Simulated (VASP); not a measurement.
# InSb3 (Fm-3m) in VASP: single point with PBE

Aim: the single point of InSb3 with PBE.

Program: VASP 6.6.1. These are calculated values, not measurements. Logs are shortened: lines on timing, memory, paths and dates and some standing lists are left out, and cuts for length are marked.

## (1) The cell of the first run

The structure is cubic, space group Fm-3m (No. 225). The conventional cell has a = 7.432 Å, b = 7.432 Å, c = 7.432 Å, α = 90.00°, β = 90.00°, γ = 90.00°. Within 4.2 Å of In (site symmetry m-3m) lie 14 Sb at 3.22 to 3.72 Å. Sb (site symmetry -43m) has 4 In at 3.22 Å and 10 Sb at 3.22 to 3.72 Å within 4.2 Å. Within 4.2 Å of Sb (site symmetry m-3m) lie 8 Sb at 3.22 Å and 6 In at 3.72 Å.

## (2) Single point, PBE (Ga replaced by In, lengths x 1.022, strained)

The input, INCAR:

```
ALGO     = Normal         # electronic algorithm
EDIFF    = 1E-6           # SCF threshold, eV
ENCUT    = 520            # plane-wave cutoff, eV
GGA      = PE             # functional
ISIF     = 2              # what is computed and relaxed
ISMEAR   = 0              # smearing method
LASPH    = T              # aspherical terms in the spheres
LCHARG   = F              # write CHGCAR
LREAL    = F              # projectors in reciprocal space
LWAVE    = F              # write WAVECAR
NBANDS   = 22             # bands
NELM     = 100            # most SCF steps
PREC     = Accurate       # precision mode
SIGMA    = 0.1            # smearing width, eV
```

The input, KPOINTS:

```
k-points
0
Gamma
  4 4 4
```

The input, POSCAR:

```
InSb3
1.0
    0.0000000000      3.7159833183      3.7159833183
    3.7159833183      0.0000000000      3.7159833183
    3.7159833183      3.7159833183      0.0000000000
In Sb
1 3
Direct
    0.0000000000      0.0000000000      0.0000000000
    0.2500000000      0.2500000000      0.2500000000
    0.7500000000      0.7500000000      0.7500000000
    0.5000000000      0.5000000000      0.5000000000
```

Potentials or basis: VASP PAW PBE potentials, release 64 (In_d, Sb).

Started as:

```bash
$ cat potpaw_PBE.64/In_d/POTCAR potpaw_PBE.64/Sb/POTCAR > POTCAR
$ mpirun -np 1 vasp_std > vasp.out
```

OUTCAR:

```text
EDIFF = 1E-6
   ENCUT = 520
   GGA = PE
   ISIF = 2
   ISMEAR = 0
   LASPH = T
   LREAL = F
   NELM = 100
   PREC = Accurate

 ion  position               nearest neighbor table
   1  0.000  0.000  0.000-   3 3.22   3 3.22   3 3.22   2 3.22   2 3.22   2 3.22   3 3.22   2 3.22
                             4 3.72   4 3.72   4 3.72   4 3.72   4 3.72   4 3.72
   2  0.250  0.250  0.250-   1 3.22   1 3.22   1 3.22   4 3.22   4 3.22   4 3.22   4 3.22   1 3.22
                             3 3.72   3 3.72   3 3.72   3 3.72   3 3.72   3 3.72
   3  0.750  0.750  0.750-   4 3.22   4 3.22   4 3.22   1 3.22   1 3.22   1 3.22   4 3.22   1 3.22
                             2 3.72   2 3.72   2 3.72   2 3.72   2 3.72   2 3.72
   4  0.500  0.500  0.500-   2 3.22   2 3.22   2 3.22   3 3.22   3 3.22   3 3.22   3 3.22   2 3.22
                             1 3.72   1 3.72   1 3.72   1 3.72   1 3.72   1 3.72

  LATTYP: Found a face centered cubic cell.
 ALAT       =     7.4319666366

  Lattice vectors:

 A1 = (   0.0000000000,   3.7159833183,   3.7159833183)
 A2 = (   3.7159833183,   0.0000000000,   3.7159833183)
 A3 = (   3.7159833183,   3.7159833183,   0.0000000000)

Analysis of symmetry for initial positions (statically):
=====================================================================
 Subroutine PRICEL returns:
 Original cell was already a primitive cell.

 Routine SETGRP: Setting up the symmetry group for a
 face centered cubic supercell.

 Subroutine GETGRP returns: Found 48 space group operations
 (whereof 48 operations were pure point group operations)
 out of a pool of 48 trial point group operations.

The static configuration has the point symmetry O_h .

Analysis of symmetry for dynamics (positions and initial velocities):
=====================================================================
 Subroutine PRICEL returns:
 Original cell was already a primitive cell.

 Routine SETGRP: Setting up the symmetry group for a
 face centered cubic supercell.

 Subroutine GETGRP returns: Found 48 space group operations
 (whereof 48 operations were pure point group operations)
 out of a pool of 48 trial point group operations.

The dynamic configuration has the point symmetry O_h .

 Subroutine INISYM returns: Found 48 space group operations
 (whereof 48 operations are pure point group operations),
 and found     1 'primitive' translations

----------------------------------------------------------------------------------------

                                     Primitive cell

  volume of cell :     102.6245

  direct lattice vectors                    reciprocal lattice vectors
     0.000000000  3.715983318  3.715983318    -0.134553887  0.134553887  0.134553887
     3.715983318  0.000000000  3.715983318     0.134553887 -0.134553887  0.134553887
     3.715983318  3.715983318  0.000000000     0.134553887  0.134553887 -0.134553887

  length of vectors
     5.255194006  5.255194006  5.255194006     0.233054169  0.233054169  0.233054169

  position of ions in fractional coordinates (direct lattice)
     0.000000000  0.000000000  0.000000000
     0.250000000  0.250000000  0.250000000
     0.750000000  0.750000000  0.750000000
     0.500000000  0.500000000  0.500000000

  ion indices of the primitive-cell ions
   primitive index   ion index
                 1           1
                 2           2
                 3           3
                 4           4

----------------------------------------------------------------------------------------

 KPOINTS: k-points

Automatic generation of k-mesh.
 Grid dimensions read from file:
 generate k-points for:    4    4    4

 Generating k-lattice:

  Cartesian coordinates                     Fractional coordinates (reciprocal lattice)
    -0.033638472  0.033638472  0.033638472     0.250000000  0.000000000  0.000000000
     0.033638472 -0.033638472  0.033638472     0.000000000  0.250000000  0.000000000
     0.033638472  0.033638472 -0.033638472     0.000000000  0.000000000  0.250000000

  Length of vectors
     0.058263542  0.058263542  0.058263542

  Shift w.r.t. Gamma in fractional coordinates (k-lattice)
     0.000000000  0.000000000  0.000000000

 Subroutine IBZKPT returns following result:
 ===========================================

 Found      8 irreducible k-points:

 Following reciprocal coordinates:
            Coordinates               Weight
  0.000000  0.000000  0.000000      1.000000
  0.250000  0.000000  0.000000      8.000000
  0.500000  0.000000  0.000000      4.000000
  0.250000  0.250000  0.000000      6.000000
  0.500000  0.250000  0.000000     24.000000
 -0.250000  0.250000  0.000000     12.000000
  0.500000  0.500000  0.000000      3.000000
 -0.250000  0.500000  0.250000      6.000000
   k-points           NKPTS =      8   k-points in BZ     NKDIM =      8   number of bands    NBANDS=     22
   number of dos      NEDOS =    301   number of ions     NIONS =      4
   total plane-waves  NPLWV =  64000
   dimension x,y,z NGX =    40 NGY =   40 NGZ =   40
   dimension x,y,z NGXF=    80 NGYF=   80 NGZF=   80
   ions per type =               1   3
   NGX,Y,Z   is equivalent  to a cutoff of  12.65, 12.65, 12.65 a.u.
   NGXF,Y,Z  is equivalent  to a cutoff of  25.31, 25.31, 25.31 a.u.
 SYSTEM =  unknown system
   PREC   = accura    normal or accurate (medium, high low for compatibility)
   ISTART =      0    job   : 0-new  1-cont  2-samecut
   ICHARG =      2    charge: 1-file 2-atom 10-const
   ISPIN  =      1    spin polarized calculation?
   LNONCOLLINEAR =      F non collinear calculations
   LSORBIT =      F    spin-orbit coupling
   LASPH  =      T    aspherical Exc in radial PAW
   ENCUT  =  520.0 eV  38.22 Ry    6.18 a.u.   9.77  9.77  9.77*2*pi/ulx,y,z
   NELM   =    100;   NELMIN=  2; NELMDL= -5     # of ELM steps
   EDIFF  = 0.1E-05   stopping-criterion for ELM
   LREAL  =      F    real-space projection
   EDIFFG = 0.1E-04   stopping-criterion for IOM
   NSW    =      0    number of steps for IOM
   IBRION =     -1    ionic relax: 0-MD 1-quasi-New 2-CG
   NFREE  =      0    steps in history (QN), initial steepest desc. (CG)
   ISIF   =      2    stress and relaxation
   ISYM   =      2    0-nonsym 1-usesym 2-fastsym
   POTIM  = 0.5000    time-step for ionic-motion
   TEBEG  =    0.0;   TEEND  =   0.0 temperature during run
   PSTRESS=    0.0 pullay stress
   NELECT =      28.0000    total number of electrons
   NUPDOWN=      -1.0000    fix difference up-down
   EMIN   =  10.00;   EMAX   =-10.00  energy-range for DOS
   EFERMI =   0.00;   METHOD = LEGACY
   ISMEAR =     0;   SIGMA  =   0.10  broadening in eV -4-tet -1-fermi 0-gaus
   EFERMI_NEDOS =   21; number of points for ismear=-14 and -15
   IALGO  =     38    algorithm
   IMIX   =      4    mixing-type and parameters
     AMIX     =   0.40;   BMIX     =  1.00
     AMIX_MAG =   1.60;   BMIX_MAG =  1.00
  volume/ion in A,a.u.               =      25.66       173.14
  Fermi-wavevector in a.u.,A,eV,Ry     =   1.061803  2.006516 15.339543  1.127425
  Thomas-Fermi vector in A             =   2.197231
   LORBIT       =      0    0 simple, 1 ext, 2 COOP (PROOUT), +10 PAW based schemes
   GGA     = PE    functional components
   LHFCALC =     F    Hartree Fock is set to
   AEXX    =    0.0000 exact exchange contribution
   IVDW    =     0    specifies the selected vdW correction
   LEPSILON=     F    determine dielectric tensor
   LRPA    =     F    only Hartree local field effects (RPA)
 non-spin polarized calculation
 Gauss-broadening in eV      SIGMA  =   0.10
  energy-cutoff  :      520.00
  volume of cell :      102.62
 maximum number of plane-waves:      2788
   NGX = 19   NGY = 19   NGZ = 19

 number of electron      28.0000007 magnetization

 Free energy of the ion-electron system (eV)
  ---------------------------------------------------
  ext. energy  EPLUGINS =         0.00000000
  ---------------------------------------------------
  free energy    TOTEN  =       -14.08007328 eV

  energy without entropy =      -14.04320428  energy(sigma->0) =      -14.06163878

 E-fermi :   8.7447     XC(G=0): -10.4307

 val. band max:        8.6367392426   @ k =   0.5000   0.0000   0.0000
 cond. band min:       8.7633498389   @ k =   0.5000   0.2500   0.0000
 fundamental gap:      0.1266105963
 Fermi energy:         8.7447218871

 k-point     1 :       0.0000    0.0000    0.0000
  band No.  band energies     occupation
      1      -5.8220      2.00000
      2      -5.8220      2.00000
      3      -5.8220      2.00000
      4      -5.7829      2.00000
      5      -5.7829      2.00000
      6      -3.9457      2.00000
[... 14 lines left out ...]
     21      15.9921      0.00000
     22      15.9921      0.00000

 k-point     2 :       0.2500    0.0000    0.0000
  band No.  band energies     occupation
      1      -5.8320      2.00000
      2      -5.8181      2.00000
      3      -5.8181      2.00000
      4      -5.7841      2.00000
      5      -5.7841      2.00000
      6      -3.4564      2.00000
[... 14 lines left out ...]
     21      13.8173      0.00000
     22      14.6239      0.00000

 k-point     3 :       0.5000    0.0000    0.0000
  band No.  band energies     occupation
      1      -5.8436      2.00000
      2      -5.8150      2.00000
      3      -5.8150      2.00000
      4      -5.7844      2.00000
      5      -5.7844      2.00000
      6      -2.3691      2.00000
[... 14 lines left out ...]
     21      14.8872      0.00000
     22      17.2721      0.00000

 k-point     4 :       0.2500    0.2500    0.0000
  band No.  band energies     occupation
      1      -5.8380      2.00000
      2      -5.8142      2.00000
      3      -5.8142      2.00000
      4      -5.7907      2.00000
      5      -5.7813      2.00000
      6      -3.2917      2.00000
[... 14 lines left out ...]
     21      13.8044      0.00000
     22      13.8044      0.00000

 k-point     5 :       0.5000    0.2500    0.0000
  band No.  band energies     occupation
      1      -5.8414      2.00000
      2      -5.8178      2.00000
      3      -5.8100      2.00000
      4      -5.7936      2.00000
      5      -5.7823      2.00000
      6      -2.2240      2.00000
[... 14 lines left out ...]
     21      14.2904      0.00000
     22      15.0276      0.00000

 k-point     6 :      -0.2500    0.2500    0.0000
  band No.  band energies     occupation
      1      -5.8320      2.00000
      2      -5.8246      2.00000
      3      -5.8132      2.00000
      4      -5.7872      2.00000
      5      -5.7859      2.00000
      6      -2.6641      2.00000
[... 14 lines left out ...]
     21      14.6217      0.00000
     22      15.7311      0.00000

 k-point     7 :       0.5000    0.5000    0.0000
  band No.  band energies     occupation
      1      -5.8543      2.00000
      2      -5.8057      2.00000
      3      -5.8057      2.00000
      4      -5.8017      2.00000
      5      -5.7796      2.00000
      6      -1.5911      2.00000
[... 14 lines left out ...]
     21      14.0139      0.00000
     22      14.0892      0.00000

 k-point     8 :      -0.2500    0.5000    0.2500
  band No.  band energies     occupation
      1      -5.8315      2.00000
      2      -5.8315      2.00000
      3      -5.8057      2.00000
      4      -5.7961      2.00000
      5      -5.7833      2.00000
      6      -1.1801      2.00000
[... 14 lines left out ...]
     21      13.0428      0.00000
     22      16.8174      0.00000

------------------------ aborting loop because EDIFF is reached ----------------------------------------

  FORCE on cell =-STRESS in cart. coord.  units (eV):
  Direction    XX          YY          ZZ          XY          YZ          ZX
  --------------------------------------------------------------------------------------
  -------------------------------------------------------------------------------------
  Total        1.2037809      1.2037809      1.2037809     -0.0000000      0.0000000     -0.0000000
  in kB       18.7934606     18.7934606     18.7934606     -0.0000000      0.0000000     -0.0000000
  external PRESSURE =      18.7934606 kB  Pullay stress =       0.0000000 kB

 VOLUME and BASIS-vectors are now :
 -----------------------------------------------------------------------------
  energy-cutoff  :      520.00
  volume of cell :      102.62
      direct lattice vectors                 reciprocal lattice vectors
     0.000000000  3.715983318  3.715983318    -0.134553887  0.134553887  0.134553887
     3.715983318  0.000000000  3.715983318     0.134553887 -0.134553887  0.134553887
     3.715983318  3.715983318  0.000000000     0.134553887  0.134553887 -0.134553887

 POSITION                                       TOTAL-FORCE (eV/Angst)
 -----------------------------------------------------------------------------------
      0.00000      0.00000      0.00000         0.000000     -0.000000     -0.000000
      1.85799      1.85799      1.85799         0.000000      0.000000      0.000000
      5.57397      5.57397      5.57397        -0.000000     -0.000000     -0.000000
      3.71598      3.71598      3.71598         0.000000     -0.000000     -0.000000
 -----------------------------------------------------------------------------------
    total drift:                               -0.000000      0.000000      0.000000

  FREE ENERGIE OF THE ION-ELECTRON SYSTEM (eV)
  ---------------------------------------------------
  free  energy   TOTEN  =       -14.0800732841 eV

  energy  without entropy=      -14.0432042807  energy(sigma->0) =      -14.06163878
```

Run time: 9.6 s. Hardware: 1 thread of Intel Xeon 6975P-C (Granite Rapids), shared host; peak memory 0.24 GiB.

What came out:

```
Free energy            : -14.0801 eV
Pressure               : 1.9 GPa
Band gap on the k mesh : zero (band 14 reaches 10.02 eV, above the bottom of band 15 at 6.70 eV)
```

Caveat: the k points lie up to 0.37 Å⁻¹ apart; the cell differs from its parent crystal (Ga replaced by In, lengths x 1.022, strained); spin-orbit coupling is left out, which moves the levels of the heavy elements.
